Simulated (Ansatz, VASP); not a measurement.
AsAu in VASP and in Ansatz

```xyz
2
Lattice="0.0000 2.9007 2.9007 2.9007 0.0000 2.9007 2.9007 2.9007 0.0000" Properties=species:S:1:pos:R:3 pbc="T T T"
Au    0.0000    0.0000    0.0000
As    1.4503    1.4503    1.4503
```

Change from the starting cell: volume scaled by 0.98, PAW files.

Alike in both runs: task electric field gradients; functional PBE; k mesh 11 × 11 × 11; occupations fermi-dirac, width 0.08 eV; no spin polarisation.

|  | VASP | Ansatz |
| --- | --- | --- |
| version | VASP 6.6.1 | Ansatz 0.2.0 |
| potentials or method | VASP PAW PBE potentials, release 64 (Au, As) | PAW with Ansatz's default frozen-core files, scalar-relativistic |
| plane-wave cutoff (eV) | 520 | 420 |
| valence electrons in the cell | 16 | 34 |

```csv
,VASP,Ansatz,Ansatz less VASP
pressure (GPa),1.5,1.5,+0.04
```

VASP's potentials hold 16 valence electrons a cell and Ansatz's 34, so a difference there can come from the potentials and not from the codes.

Spin-orbit coupling is off throughout.
